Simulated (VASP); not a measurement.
Crystal: SrO.

```
Sr O
1.0
     0.00000    2.57989    2.57989
     2.57989    0.00000    2.57989
     2.57989    2.57989    0.00000
Sr O
1 1
Cartesian
  0.0000 0.0000 0.0000
  2.5799 2.5799 2.5799
```

Base run:

- Program: VASP 6.6.1
- Functional: PBE
- Potentials or basis: VASP PAW PBE potentials, release 64 (Sr_sv, O)
- Cutoff: 520 eV
- k mesh: 6 × 6 × 6
- Occupations: gaussian, width 0.01 eV
- Spin: no spin polarisation

Its results: band gap on the k mesh 3.27 eV (least direct gap 3.37 eV); pressure 2.4 GPa.

The run is repeated on the same cell with these changes: functional from PBE to PBE-based screened hybrid with 75 % exact exchange; k mesh from 6 × 6 × 6 to 4 × 4 × 4. What comes out?

Band gap on the k mesh 7.96 eV (least direct gap 8.08 eV); pressure -3.9 GPa.

Several settings changed at once.

Caveats: some runs use coarse meshes; the PAW data sets were made with another functional, which shifts forces and pressure a little (at least some runs).

A k mesh can miss the band edges.
